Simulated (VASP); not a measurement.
Runs of VASP 6.6.1 on Ti3Al. The structure is that of space group Fm-3m (No. 225), or close to it. The cells are those of the table. 

```tsv
fixed moment (μB)	cell	pressure (GPa)	moment (μB)
2.4	a = 4.605 Å, angles 60.0°, 4 atoms	(a)	2.40
1.5	a = 4.861 Å, angles 60.0°, 4 atoms	-17.2	1.50
2.4	a = 4.861 Å, angles 60.0°, 4 atoms	-16.8	2.40
3.0	a = 4.316 Å, angles 60.0°, 4 atoms	22.1	3.00
0.9	a = 4.513 Å, angles 60.0°, 4 atoms	(b)	0.90
0.9	a = 4.605 Å, angles 60.0°, 4 atoms	-6.8	0.90
0.3	a = 4.779 Å, angles 60.0°, 4 atoms	-15.1	0.30
0.6	a = 4.861 Å, angles 60.0°, 4 atoms	(c)	0.60
```

Alike in all rows: task single point; level PBEsol; potentials or basis VASP PAW PBE potentials, release 64 (Ti_sv, Al); spin collinear; k mesh 12 × 12 × 12; cutoff (eV) 520; smearing gaussian 0.15 eV.

Q: Fill in the values left out.

A: (a) -5.9; (b) -0.6; (c) -17.4.

Caveats: the PAW data sets were made with another functional, which shifts forces and pressure a little; the total moment is fixed, so each spin has its own Fermi level; the cell stands under tension (at least some runs); the cell stands under pressure (at least some runs).
